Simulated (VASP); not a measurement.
# Li (C2/c) in VASP: single point with PBE

Aim: the single point of Li with PBE.

All numbers are computed with VASP 6.6.1; they aren't measurements. Logs are shortened: lines on timing, memory, paths and dates and some standing lists are left out, and cuts for length are marked.

**1. The cell of the first run**

The structure is monoclinic, space group C2/c (No. 15). Conventional cell: a = 2.880 Å, b = 8.386 Å, c = 3.470 Å, α = 90.00°, β = 92.02°, γ = 90.00°. Within 3.7 Å of Li (site symmetry 2) lie 10 Li at 2.80 to 3.47 Å.

**2. Single point, PBE**

The input, INCAR:

```
SYSTEM = Li
  ALGO = Normal
  EDIFF = 1E-6
  ENCUT = 520
  GGA = PE
  ISIF = 2
  ISMEAR = 0
  LASPH = .TRUE.
  LCHARG = .FALSE.
  LREAL = .FALSE.
  LWAVE = .FALSE.
  NBANDS = 10
  NELM = 100
  PREC = Accurate
  SIGMA = 0.1
```

The input, KPOINTS:

```
k-points
0
G
  6 6 6
  0 0 0
```

The input, POSCAR:

```
Li
1.0
    1.4402036300     -4.1930440465      0.0000000000
    1.4402036300      4.1930440465      0.0000000000
   -0.1223079655      0.0000000000      3.4676625262
Li
2
Direct
    0.8690000000      0.1310000000      0.2500000000
    0.1310000000      0.8690000000      0.7500000000
```

Potentials or basis: VASP PAW PBE potentials, release 64 (Li_sv).

On the command line:

```
$ cat potpaw_PBE.64/Li_sv/POTCAR > POTCAR
$ mpirun -np 1 vasp_std > vasp.out
```

OUTCAR:

```text
SYSTEM = Li
   EDIFF = 1E-6
   ENCUT = 520
   GGA = PE
   ISIF = 2
   ISMEAR = 0
   LASPH = .TRUE.
   LREAL = .FALSE.
   NELM = 100
   PREC = Accurate

 ion  position               nearest neighbor table
   1  0.869  0.131  0.250-
   2  0.131  0.869  0.750-

  LATTYP: Found a base centered monoclinic cell.
 ALAT       =     2.8804072600
 B/A-ratio  =     2.9114244397
 C/A-ratio  =     1.2046278548
 COS(beta)  =    -0.0352490928

  Lattice vectors:

 A1 = (   1.4402036300,  -4.1930440465,   0.0000000000)
 A2 = (   1.4402036300,   4.1930440465,   0.0000000000)
 A3 = (  -0.1223079655,   0.0000000000,   3.4676625262)

Analysis of symmetry for initial positions (statically):
=====================================================================
 Subroutine PRICEL returns:
 Original cell was already a primitive cell.

 Routine SETGRP: Setting up the symmetry group for a
 base centered monoclinic supercell.

 Subroutine GETGRP returns: Found  4 space group operations
 (whereof  2 operations were pure point group operations)
 out of a pool of  4 trial point group operations.

The static configuration has the point symmetry S_2 .
 The point group associated with its full space group is C_2h.

Analysis of symmetry for dynamics (positions and initial velocities):
=====================================================================
 Subroutine PRICEL returns:
 Original cell was already a primitive cell.

 Routine SETGRP: Setting up the symmetry group for a
 base centered monoclinic supercell.

 Subroutine GETGRP returns: Found  4 space group operations
 (whereof  2 operations were pure point group operations)
 out of a pool of  4 trial point group operations.

The dynamic configuration has the point symmetry S_2 .
 The point group associated with its full space group is C_2h.

 Subroutine INISYM returns: Found  4 space group operations
 (whereof  2 operations are pure point group operations),
 and found     1 'primitive' translations

----------------------------------------------------------------------------------------

                                     Primitive cell

  volume of cell :      41.8813

  direct lattice vectors                    reciprocal lattice vectors
     1.440203630 -4.193044046  0.000000000     0.347173129 -0.119245110  0.012245147
     1.440203630  4.193044046  0.000000000     0.347173129  0.119245110  0.012245147
    -0.122307966  0.000000000  3.467662526     0.000000000  0.000000000  0.288378697

  length of vectors
     4.433486762  4.433486762  3.469818819     0.367285340  0.367285340  0.288378697

[... 88 lines left out ...]
   POTIM  = 0.5000    time-step for ionic-motion
   TEBEG  =    0.0;   TEEND  =   0.0 temperature during run
   PSTRESS=    0.0 pullay stress
   NELECT =       6.0000    total number of electrons
   NUPDOWN=      -1.0000    fix difference up-down
   EMIN   =  10.00;   EMAX   =-10.00  energy-range for DOS
   EFERMI =   0.00;   METHOD = LEGACY
   ISMEAR =     0;   SIGMA  =   0.10  broadening in eV -4-tet -1-fermi 0-gaus
   EFERMI_NEDOS =   21; number of points for ismear=-14 and -15
   IALGO  =     38    algorithm
   IMIX   =      4    mixing-type and parameters
     AMIX     =   0.40;   BMIX     =  1.00
     AMIX_MAG =   1.60;   BMIX_MAG =  1.00
  volume/ion in A,a.u.               =      20.94       141.31
  Fermi-wavevector in a.u.,A,eV,Ry     =   0.856614  1.618766  9.983787  0.733788
  Thomas-Fermi vector in A             =   1.973543
   LORBIT       =      0    0 simple, 1 ext, 2 COOP (PROOUT), +10 PAW based schemes
   GGA     = PE    functional components
   LHFCALC =     F    Hartree Fock is set to
   AEXX    =    0.0000 exact exchange contribution
   IVDW    =     0    specifies the selected vdW correction
   LEPSILON=     F    determine dielectric tensor
   LRPA    =     F    only Hartree local field effects (RPA)
 non-spin polarized calculation
 Gauss-broadening in eV      SIGMA  =   0.10
  energy-cutoff  :      520.00
  volume of cell :       41.88
 maximum number of plane-waves:      1145
 NGX is ok and might be reduce to    36
   NGX = 17   NGY = 17   NGZ = 13

 number of electron       6.0000006 magnetization

 Free energy of the ion-electron system (eV)
  ---------------------------------------------------
  ext. energy  EPLUGINS =         0.00000000
  ---------------------------------------------------
  free energy    TOTEN  =        -3.69251543 eV

  energy without entropy =       -3.68310707  energy(sigma->0) =       -3.68781125

 E-fermi :   0.4511     XC(G=0):  -6.9631

 val. band max:        0.4427346092   @ k =   0.5000   0.3333   0.3333
 cond. band min:       0.4608656198   @ k =  -0.3333  -0.3333   0.1667
 fundamental gap:      0.0181310106
 Fermi energy:         0.4510857260

 k-point     1 :       0.0000    0.0000    0.0000
  band No.  band energies     occupation
      1     -46.1856      2.00000
      2     -46.1554      2.00000
      3      -2.9661      2.00000
      4       2.5401      0.00000
      5       5.6667      0.00000
      6       5.9158      0.00000
      7       9.7689      0.00000
      8      12.5452      0.00000
      9      12.8870      0.00000
     10      12.9991      0.00000
[... 287 lines left out ...]
 k-point    24 :      -0.1667    0.1667    0.1667
  band No.  band energies     occupation
      1     -46.1814      2.00000
      2     -46.1587      2.00000
      3      -2.5304      2.00000
      4       1.6440      0.00000
      5       4.2496      0.00000
      6       7.8438      0.00000
      7       9.2360      0.00000
      8      11.9546      0.00000
      9      12.1571      0.00000
     10      13.3269      0.00000

 [... further k-points ...]

------------------------ aborting loop because EDIFF is reached ----------------------------------------

  FORCE on cell =-STRESS in cart. coord.  units (eV):
  Direction    XX          YY          ZZ          XY          YZ          ZX
  --------------------------------------------------------------------------------------
  -------------------------------------------------------------------------------------
  Total       -0.0506622      0.0911847     -0.3421053      0.0000000      0.0000000      0.0021878
  in kB       -1.9380907      3.4882884    -13.0873052      0.0000000      0.0000000      0.0836961
  external PRESSURE =      -3.8457025 kB  Pullay stress =       0.0000000 kB

 VOLUME and BASIS-vectors are now :
 -----------------------------------------------------------------------------
  energy-cutoff  :      520.00
  volume of cell :       41.88
      direct lattice vectors                 reciprocal lattice vectors
     1.440203630 -4.193044046  0.000000000     0.347173129 -0.119245110  0.012245147
     1.440203630  4.193044046  0.000000000     0.347173129  0.119245110  0.012245147
    -0.122307966  0.000000000  3.467662526     0.000000000  0.000000000  0.288378697

 POSITION                                       TOTAL-FORCE (eV/Angst)
 -----------------------------------------------------------------------------------
      1.40963     -3.09447      0.86692         0.000000      0.007814     -0.000000
      1.34847      3.09447      2.60075        -0.000000     -0.007814      0.000000
 -----------------------------------------------------------------------------------
    total drift:                                0.000000     -0.000000     -0.000000

  FREE ENERGIE OF THE ION-ELECTRON SYSTEM (eV)
  ---------------------------------------------------
  free  energy   TOTEN  =        -3.6925154324 eV

  energy  without entropy=       -3.6831070683  energy(sigma->0) =       -3.68781125
```

stdout:

```text
POSCAR found type information on POSCAR Li
 POSCAR found :  1 types and       2 ions
 scaLAPACK will be used
 LDA part: xc-table for (Slater+PW92), standard interpolation
 POSCAR, INCAR and KPOINTS ok, starting setup
 FFT: planning ... GRIDC
 FFT: planning ... GRID_SOFT
 FFT: planning ... GRID
 WAVECAR not read
 entering main loop
```

Run time: 18 s. Hardware: 1 thread of Intel Xeon Platinum 8488C (Sapphire Rapids), shared host; peak memory 0.17 GiB.

Results:

```
Free energy            : -3.6925 eV
Largest force          : 0.008 eV/Å
Band gap on the k mesh : zero (bands 3 and 4 overlap by 3.59 eV)
```

Forces on the atoms (eV/Å):
```
Li   0.000  0.008  0.000
Li   0.000 -0.008  0.000
```

Levels at points of the mesh, in eV from the Fermi level:
```
           k point  band 1  band 2  band 3  band 4  band 5  band 6  band 7
(0.00, 0.00, 0.00)  -46.64  -46.61   -3.42    2.09    5.22    5.46    9.32
(0.50, 0.00, 0.00)  -46.62  -46.60   -0.25    1.28    3.23    5.57    9.16
(0.50, 0.50, 0.00)  -46.62  -46.62   -1.81   -1.78    7.36    7.70   10.27
(0.00, 0.00, 0.50)  -46.62  -46.62   -1.05   -1.05    5.14    5.14    8.02
(0.50, 0.00, 0.50)  -46.61  -46.61    1.80    2.20    4.02    4.44    5.67
(0.50, 0.50, 0.50)  -46.62  -46.62   -0.39   -0.39    2.30    2.30   12.96
```

Caveat: the k points lie up to 0.38 Å⁻¹ apart, too coarse for converged energies and pressures of a metal; the cutoff is under 1.25 times the usual one of these potentials, so pressure, stress and relaxed cells hold a basis-set (Pulay) error.
